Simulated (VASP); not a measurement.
# Sc (I4/mmm) in VASP: notebook

Runs on Sc. Level: LDA. Tasks: single point.

All numbers are computed with VASP 6.6.1; they aren't measurements. Logs are shortened: lines on timing, memory, paths and dates and some standing lists are left out, and cuts for length are marked.

**1. The cell of the first run**

It takes space group I4/mmm (No. 139, tetragonal). Conventional cell: a = 3.163 Å, b = 3.163 Å, c = 4.405 Å, α = 90.00°, β = 90.00°, γ = 90.00°. Within 4.1 Å of Sc (site symmetry 4/mmm) lie 12 Sc at 3.14 to 3.16 Å.

**2. Single point, LDA (strain -0.015 along x and y, -0.030 along z)**

Contents of INCAR:

```
SYSTEM = Sc
ALGO = Normal
EDIFF = 1E-6
ENCUT = 520
ISIF = 2
ISMEAR = 0
LASPH = .True.
LCHARG = .False.
LREAL = .False.
LWAVE = .False.
NBANDS = 12
NELM = 100
PREC = Accurate
SIGMA = 0.15
```

Contents of KPOINTS:

```
k-points
0
Gamma
  18 18 18
  0 0 0
```

Contents of POSCAR:

```
Sc
1.0
    0.0000000000      2.2364425000      2.2023850000
    2.2364425000      0.0000000000      2.2023850000
    2.2364425000      2.2364425000      0.0000000000
Sc
1
Direct
    0.0000000000      0.0000000000      0.0000000000
```

Potentials or basis: VASP PAW LDA potentials, release 64 (Sc_sv).

On the command line:

```
$ cat potpaw_LDA.64/Sc_sv/POTCAR > POTCAR
$ mpirun -np 1 vasp_std > vasp.out
```

OUTCAR:

```text
SYSTEM = Sc
   EDIFF = 1E-6
   ENCUT = 520
   ISIF = 2
   ISMEAR = 0
   LASPH = .True.
   LREAL = .False.
   NELM = 100
   PREC = Accurate

 ion  position               nearest neighbor table
   1  0.000  0.000  0.000-

  LATTYP: Found a body centered tetragonal cell.
 ALAT       =     3.1628073150
 C/A-ratio  =     1.3926773152

  Lattice vectors:

 A1 = (   0.0000000000,  -2.2364425000,  -2.2023850000)
 A2 = (   0.0000000000,   2.2364425000,  -2.2023850000)
 A3 = (   2.2364425000,   0.0000000000,   2.2023850000)

Analysis of symmetry for initial positions (statically):
=====================================================================
 Subroutine PRICEL returns:
 Original cell was already a primitive cell.

 Routine SETGRP: Setting up the symmetry group for a
 body centered tetragonal supercell.

 Subroutine GETGRP returns: Found 16 space group operations
 (whereof 16 operations were pure point group operations)
 out of a pool of 16 trial point group operations.

The static configuration has the point symmetry D_4h.

Analysis of symmetry for dynamics (positions and initial velocities):
=====================================================================
 Subroutine PRICEL returns:
 Original cell was already a primitive cell.

 Routine SETGRP: Setting up the symmetry group for a
 body centered tetragonal supercell.

 Subroutine GETGRP returns: Found 16 space group operations
 (whereof 16 operations were pure point group operations)
 out of a pool of 16 trial point group operations.

The dynamic configuration has the point symmetry D_4h.

 Subroutine INISYM returns: Found 16 space group operations
 (whereof 16 operations are pure point group operations),
 and found     1 'primitive' translations

----------------------------------------------------------------------------------------

                                     Primitive cell

  volume of cell :      22.0312

  direct lattice vectors                    reciprocal lattice vectors
     0.000000000  2.236442500  2.202385000    -0.223569352  0.223569352  0.227026610
     2.236442500  0.000000000  2.202385000     0.223569352 -0.223569352  0.227026610
     2.236442500  2.236442500  0.000000000     0.223569352  0.223569352 -0.227026610

  length of vectors
     3.138817412  3.138817412  3.162807315     0.389239761  0.389239761  0.389239761

  position of ions in fractional coordinates (direct lattice)
     0.000000000  0.000000000  0.000000000

  ion indices of the primitive-cell ions
   primitive index   ion index
                 1           1

----------------------------------------------------------------------------------------

 KPOINTS: k-points

Automatic generation of k-mesh.
 Grid dimensions read from file:
 generate k-points for:   18   18   18

 Generating k-lattice:

  Cartesian coordinates                     Fractional coordinates (reciprocal lattice)
    -0.012420520  0.012420520  0.012612589     0.055555556  0.000000000  0.000000000
     0.012420520 -0.012420520  0.012612589     0.000000000  0.055555556  0.000000000
     0.012420520  0.012420520 -0.012612589    -0.000000000 -0.000000000  0.055555556

  Length of vectors
     0.021624431  0.021624431  0.021624431

  Shift w.r.t. Gamma in fractional coordinates (k-lattice)
     0.000000000  0.000000000  0.000000000

 Subroutine IBZKPT returns following result:
 ===========================================

 Found    480 irreducible k-points:

 Following reciprocal coordinates:
            Coordinates               Weight
  0.000000  0.000000  0.000000      1.000000
  0.055556  0.000000  0.000000      8.000000
  0.111111  0.000000  0.000000      8.000000
  0.166667  0.000000  0.000000      8.000000
  0.222222  0.000000  0.000000      8.000000
  0.277778  0.000000  0.000000      8.000000
[... 16 lines left out ...]
 -0.277778  0.055556  0.000000      8.000000
 -0.222222  0.055556  0.000000      8.000000
 [... further k-points ...]
   k-points           NKPTS =    480   k-points in BZ     NKDIM =    480   number of bands    NBANDS=     12
   number of dos      NEDOS =    301   number of ions     NIONS =      1
   total plane-waves  NPLWV =  13824
   dimension x,y,z NGX =    24 NGY =   24 NGZ =   24
   dimension x,y,z NGXF=    48 NGYF=   48 NGZF=   48
   ions per type =               1
   NGX,Y,Z   is equivalent  to a cutoff of  12.71, 12.71, 12.62 a.u.
   NGXF,Y,Z  is equivalent  to a cutoff of  25.42, 25.42, 25.23 a.u.
 SYSTEM =  Sc
   PREC   = accura    normal or accurate (medium, high low for compatibility)
   ISTART =      0    job   : 0-new  1-cont  2-samecut
   ICHARG =      2    charge: 1-file 2-atom 10-const
   ISPIN  =      1    spin polarized calculation?
   LNONCOLLINEAR =      F non collinear calculations
   LSORBIT =      F    spin-orbit coupling
   LASPH  =      T    aspherical Exc in radial PAW
   ENCUT  =  520.0 eV  38.22 Ry    6.18 a.u.   5.84  5.84  5.88*2*pi/ulx,y,z
   NELM   =    100;   NELMIN=  2; NELMDL= -5     # of ELM steps
   EDIFF  = 0.1E-05   stopping-criterion for ELM
   LREAL  =      F    real-space projection
   EDIFFG = 0.1E-04   stopping-criterion for IOM
   NSW    =      0    number of steps for IOM
   IBRION =     -1    ionic relax: 0-MD 1-quasi-New 2-CG
   NFREE  =      0    steps in history (QN), initial steepest desc. (CG)
   ISIF   =      2    stress and relaxation
   ISYM   =      2    0-nonsym 1-usesym 2-fastsym
   POTIM  = 0.5000    time-step for ionic-motion
   TEBEG  =    0.0;   TEEND  =   0.0 temperature during run
   PSTRESS=    0.0 pullay stress
   NELECT =      11.0000    total number of electrons
   NUPDOWN=      -1.0000    fix difference up-down
   EMIN   =  10.00;   EMAX   =-10.00  energy-range for DOS
   EFERMI =   0.00;   METHOD = LEGACY
   ISMEAR =     0;   SIGMA  =   0.15  broadening in eV -4-tet -1-fermi 0-gaus
   EFERMI_NEDOS =   21; number of points for ismear=-14 and -15
   IALGO  =     38    algorithm
   IMIX   =      4    mixing-type and parameters
     AMIX     =   0.40;   BMIX     =  1.00
     AMIX_MAG =   1.60;   BMIX_MAG =  1.00
  volume/ion in A,a.u.               =      22.03       148.67
  Fermi-wavevector in a.u.,A,eV,Ry     =   1.298752  2.454285 22.949711  1.686756
  Thomas-Fermi vector in A             =   2.430060
   LORBIT       =      0    0 simple, 1 ext, 2 COOP (PROOUT), +10 PAW based schemes
   GGA     = CA    functional components
   LHFCALC =     F    Hartree Fock is set to
   AEXX    =    0.0000 exact exchange contribution
   IVDW    =     0    specifies the selected vdW correction
   LEPSILON=     F    determine dielectric tensor
   LRPA    =     F    only Hartree local field effects (RPA)
 non-spin polarized calculation
 Gauss-broadening in eV      SIGMA  =   0.15
  energy-cutoff  :      520.00
  volume of cell :       22.03
 maximum number of plane-waves:       608
   NGX = 11   NGY = 11   NGZ = 11

 number of electron      11.0000004 magnetization

 Free energy of the ion-electron system (eV)
  ---------------------------------------------------
  ext. energy  EPLUGINS =         0.00000000
  ---------------------------------------------------
  free energy    TOTEN  =        -6.69245527 eV

  energy without entropy =       -6.67450330  energy(sigma->0) =       -6.68347928

 E-fermi :   4.2075     XC(G=0): -10.6104

 val. band max:        4.2070064032   @ k =   0.4444   0.2778   0.1111
 cond. band min:       4.2114119496   @ k =   0.4444   0.1111   0.2778
 fundamental gap:      0.0044055464
 Fermi energy:         4.2074731555

 k-point     1 :       0.0000    0.0000    0.0000
  band No.  band energies     occupation
      1     -44.3408      2.00000
      2     -23.0090      2.00000
      3     -23.0090      2.00000
      4     -23.0083      2.00000
      5      -1.1265      2.00000
      6       5.8432      0.00000
      7       5.8432      0.00000
      8       5.9543      0.00000
      9       7.4043      0.00000
     10       7.5376      0.00000
     11      17.4358      0.00000
     12      21.1167      0.00000

 k-point     2 :       0.0556    0.0000    0.0000
  band No.  band energies     occupation
      1     -44.3378      2.00000
      2     -23.0275      2.00000
      3     -23.0115      2.00000
      4     -23.0107      2.00000
      5      -1.0390      2.00000
      6       5.7970      0.00000
      7       5.8773      0.00000
      8       5.9678      0.00000
      9       7.3806      0.00000
     10       7.5106      0.00000
     11      17.5367      0.00000
     12      20.4900      0.00000

 k-point     3 :       0.1111    0.0000    0.0000
  band No.  band energies     occupation
      1     -44.3290      2.00000
      2     -23.0813      2.00000
      3     -23.0187      2.00000
      4     -23.0168      2.00000
      5      -0.7819      2.00000
      6       5.6246      0.00000
      7       5.9649      0.00000
      8       6.0465      0.00000
      9       7.3291      0.00000
     10       7.4473      0.00000
     11      17.7579      0.00000
     12      19.2376      0.00000

 k-point     4 :       0.1667    0.0000    0.0000
  band No.  band energies     occupation
      1     -44.3156      2.00000
      2     -23.1630      2.00000
      3     -23.0298      2.00000
      4     -23.0262      2.00000
      5      -0.3724      2.00000
      6       5.3703      0.00000
      7       6.0569      0.00000
      8       6.1455      0.00000
      9       7.3096      0.00000
     10       7.4037      0.00000
     11      17.5102      0.00000
     12      18.3909      0.00000

 k-point     5 :       0.2222    0.0000    0.0000
  band No.  band energies     occupation
      1     -44.2990      2.00000
      2     -23.2618      2.00000
      3     -23.0433      2.00000
      4     -23.0377      2.00000
      5       0.1590      2.00000
      6       5.0950      0.00000
      7       6.0803      0.00000
      8       6.1859      0.00000
      9       7.4048      0.00000
     10       7.4624      0.00000
     11      16.3292      0.00000
     12      18.2918      0.00000

 k-point     6 :       0.2778    0.0000    0.0000
  band No.  band energies     occupation
      1     -44.2814      2.00000
      2     -23.3654      2.00000
      3     -23.0576      2.00000
      4     -23.0499      2.00000
      5       0.7641      2.00000
      6       4.8540      0.00000
      7       6.0108      0.00000
      8       6.1310      0.00000
      9       7.6389      0.00000
     10       7.6600      0.00000
     11      15.0845      0.00000
     12      18.0008      0.00000

 k-point     7 :       0.3333    0.0000    0.0000
  band No.  band energies     occupation
      1     -44.2647      2.00000
      2     -23.4614      2.00000
      3     -23.0710      2.00000
      4     -23.0613      2.00000
      5       1.3694      2.00000
      6       4.6981      0.00000
      7       5.8950      0.00000
      8       6.0218      0.00000
      9       7.9413      0.00000
     10       7.9501      0.00000
     11      13.9193      0.00000
     12      17.5590      0.00000

 k-point     8 :       0.3889    0.0000    0.0000
  band No.  band energies     occupation
      1     -44.2511      2.00000
      2     -23.5387      2.00000
      3     -23.0819      2.00000
      4     -23.0706      2.00000
      5       1.8757      2.00000
      6       4.6639      0.00002
      7       5.7835      0.00000
      8       5.9125      0.00000
      9       8.2220      0.00000
     10       8.2546      0.00000
     11      12.9185      0.00000
     12      17.1461      0.00000
[... 166 lines left out ...]
 k-point    20 :      -0.4444    0.0556    0.0000
  band No.  band energies     occupation
      1     -44.2391      2.00000
      2     -23.5918      2.00000
      3     -23.0929      2.00000
      4     -23.0915      2.00000
      5       2.3207      2.00000
      6       4.6739      0.00001
      7       5.7447      0.00000
      8       5.7708      0.00000
      9       8.4537      0.00000
     10       8.6193      0.00000
     11      12.0558      0.00000
     12      16.8998      0.00000

 k-point    21 :      -0.3889    0.0556    0.0000
  band No.  band energies     occupation
      1     -44.2462      2.00000
      2     -23.5524      2.00000
      3     -23.0910      2.00000
      4     -23.0829      2.00000
      5       2.0694      2.00000
      6       4.6274      0.00008
      7       5.8020      0.00000
      8       5.8164      0.00000
      9       8.2038      0.00000
     10       8.5051      0.00000
     11      12.6557      0.00000
     12      17.1082      0.00000

 k-point    22 :      -0.3333    0.0556    0.0000
  band No.  band energies     occupation
      1     -44.2584      2.00000
      2     -23.4844      2.00000
      3     -23.0847      2.00000
      4     -23.0707      2.00000
      5       1.6137      2.00000
      6       4.6428      0.00004
      7       5.9052      0.00000
      8       5.9071      0.00000
      9       7.8674      0.00000
     10       8.2774      0.00000
     11      13.6005      0.00000
     12      17.4611      0.00000

 k-point    23 :      -0.2778    0.0556    0.0000
  band No.  band energies     occupation
      1     -44.2741      2.00000
      2     -23.3954      2.00000
      3     -23.0747      2.00000
      4     -23.0565      2.00000
      5       1.0287      2.00000
      6       4.7666      0.00000
      7       6.0244      0.00000
      8       6.0325      0.00000
      9       7.5157      0.00000
     10       8.0010      0.00000
     11      14.7407      0.00000
     12      17.8783      0.00000

 k-point    24 :      -0.2222    0.0556    0.0000
  band No.  band energies     occupation
      1     -44.2914      2.00000
      2     -23.2956      2.00000
      3     -23.0621      2.00000
      4     -23.0419      2.00000
      5       0.4164      2.00000
      6       4.9774      0.00000
      7       6.1258      0.00000
      8       6.1355      0.00000
      9       7.2334      0.00000
     10       7.7500      0.00000
     11      15.9737      0.00000
     12      18.2114      0.00000

 [... further k-points ...]
[... 5 lines left out ...]
  --------------------------------------------------------------------------------------
  -------------------------------------------------------------------------------------
  Total        0.1172666      0.1172666      0.1858623      0.0000000      0.0000000      0.0000000
  in kB        8.5279839      8.5279839     13.5164678      0.0000000      0.0000000      0.0000000
  external PRESSURE =      10.1908119 kB  Pullay stress =       0.0000000 kB

 VOLUME and BASIS-vectors are now :
 -----------------------------------------------------------------------------
  energy-cutoff  :      520.00
  volume of cell :       22.03
      direct lattice vectors                 reciprocal lattice vectors
     0.000000000  2.236442500  2.202385000    -0.223569352  0.223569352  0.227026610
     2.236442500  0.000000000  2.202385000     0.223569352 -0.223569352  0.227026610
     2.236442500  2.236442500  0.000000000     0.223569352  0.223569352 -0.227026610

 POSITION                                       TOTAL-FORCE (eV/Angst)
 -----------------------------------------------------------------------------------
      0.00000      0.00000      0.00000         0.000000     -0.000000      0.000000
 -----------------------------------------------------------------------------------
    total drift:                                0.000000      0.000000      0.000000

  FREE ENERGIE OF THE ION-ELECTRON SYSTEM (eV)
  ---------------------------------------------------
  free  energy   TOTEN  =        -6.6924552698 eV

  energy  without entropy=       -6.6745032991  energy(sigma->0) =       -6.68347928
```

Run time: 26 s. Hardware: 1 thread of Intel Xeon 6975P-C (Granite Rapids), shared host; peak memory 0.22 GiB.

What came out:

| Item | Value |
| --- | --- |
| Free energy | -6.6925 eV |
| Pressure | 1.0 GPa |

Caveat: the cell differs from its parent crystal (strain -0.015 along x and y, -0.030 along z).

**3. Single point, LDA (strain -0.030 along x and y, +0.015 along z)**

Contents of INCAR:

```
  PREC = Accurate
  ENCUT = 520
  EDIFF = 1E-6
  ISMEAR = 0
  SIGMA = 0.15
  LREAL = False
  LASPH = True
  NELM = 100
  ALGO = Normal
  ISIF = 2
  LWAVE = False
  LCHARG = False
  GGA = CA
  NBANDS = 12
```

Contents of KPOINTS:

```
Automatic mesh
0
Gamma
  18 18 18
```

Contents of POSCAR:

```
Sc
1.0
    0.0000000000      2.2023850000      2.3045575000
    2.2023850000      0.0000000000      2.3045575000
    2.2023850000      2.2023850000      0.0000000000
Sc
1
Direct
    0.0000000000      0.0000000000      0.0000000000
```

Potentials or basis: VASP PAW LDA potentials, release 64 (Sc_sv).

On the command line:

```
$ cat potpaw_LDA.64/Sc_sv/POTCAR > POTCAR
$ mpirun -np 1 vasp_std > vasp.out
```

It took 26 s on 1 thread of Intel Xeon 6975P-C (Granite Rapids), shared host; peak memory 0.22 GiB.

Results (log left out):

```yaml
Free_energy: -6.6908 eV
Pressure: 0.1 GPa
```

Stress tensor (GPa, compression positive):
```
 0.66  0.00  0.00
 0.00  0.66  0.00
 0.00  0.00 -0.92
```

Levels at points of the mesh, in eV from the Fermi level:
```tsv
k point	band 1	band 2	band 3	band 4	band 5	band 6	band 7	band 8	band 9	band 10
(0.00, 0.00, 0.00)	-48.59	-27.27	-27.27	-27.27	-5.31	1.43	1.77	1.77	3.00	3.41
(0.50, 0.00, 0.00)	-48.49	-27.84	-27.36	-27.32	-1.89	0.54	1.34	1.71	4.18	4.32
(0.50, 0.50, 0.00)	-48.47	-27.79	-27.44	-27.44	-1.78	-0.75	1.91	4.26	4.51	4.51
(0.50, 0.00, 0.50)	-48.45	-27.80	-27.51	-27.45	-1.73	-0.83	2.60	4.21	4.39	4.66
```

Caveat: the cell differs from its parent crystal (strain -0.030 along x and y, +0.015 along z).

**4. Single point, LDA (strain -0.030 along x and y, +0.030 along z)**

Contents of INCAR:

```
SYSTEM = Sc
ALGO = Normal ; EDIFF = 1E-6
ENCUT = 520 ; GGA = CA
ISIF = 2 ; ISMEAR = 0
LASPH = .True. ; LCHARG = .False.
LREAL = .False. ; LWAVE = .False.
NBANDS = 12 ; NELM = 60
PREC = Accurate ; SIGMA = 0.15
```

Contents of KPOINTS:

```
k-points
0
Gamma
  18 18 18
  0 0 0
```

Contents of POSCAR:

```
Sc
1.0
    0.0000000000      2.2023850000      2.3386150000
    2.2023850000      0.0000000000      2.3386150000
    2.2023850000      2.2023850000      0.0000000000
Sc
1
Direct
    0.0000000000      0.0000000000      0.0000000000
```

On the command line:

```
$ cat potpaw_LDA.64/Sc_sv/POTCAR > POTCAR
$ mpirun -np 1 vasp_std > vasp.out
```

It took 26 s on 1 thread of Intel Xeon 6975P-C (Granite Rapids), shared host; peak memory 0.23 GiB.

Results (log left out):

- Free energy: -6.6878 eV
- Pressure: -0.7 GPa

Stress tensor (GPa, compression positive):
```
-0.01  0.00  0.00
 0.00 -0.01  0.00
 0.00  0.00 -2.12
```

Levels at points of the mesh, in eV from the Fermi level:
| k point | band 3 | band 4 | band 5 | band 6 | band 7 | band 8 |
| --- | --- | --- | --- | --- | --- | --- |
| (0.00, 0.00, 0.00) | -27.32 | -27.32 | -5.29 | 1.35 | 1.79 | 1.79 |
| (0.50, 0.00, 0.00) | -27.41 | -27.36 | -1.87 | 0.50 | 1.27 | 1.74 |
| (0.50, 0.50, 0.00) | -27.47 | -27.47 | -1.76 | -0.70 | 1.72 | 4.20 |
| (0.50, 0.00, 0.50) | -27.56 | -27.49 | -1.69 | -0.81 | 2.61 | 4.13 |

Caveat: the cell differs from its parent crystal (strain -0.030 along x and y, +0.030 along z).

**5. Summary**

| cell | gap on the mesh (eV) | pressure (GPa) |
| --- | --- | --- |
| a = 3.139, b = 3.139, c = 3.163 Å, angles 59.7, 59.7, 60.5°, 1 atom | none | 1.0 |
| a = 3.188, b = 3.188, c = 3.115 Å, angles 60.8, 60.8, 58.5°, 1 atom | none | 0.1 |
| a = 3.212, b = 3.212, c = 3.115 Å, angles 61.0, 61.0, 58.0°, 1 atom | none | -0.7 |

Alike in all rows: task single point; level LDA; potentials or basis VASP PAW LDA potentials, release 64 (Sc_sv); no spin polarisation; k mesh 18 × 18 × 18; cutoff (eV) 520; smearing gaussian 0.15 eV.

Absolute energies hang on the potentials; compare differences alone.
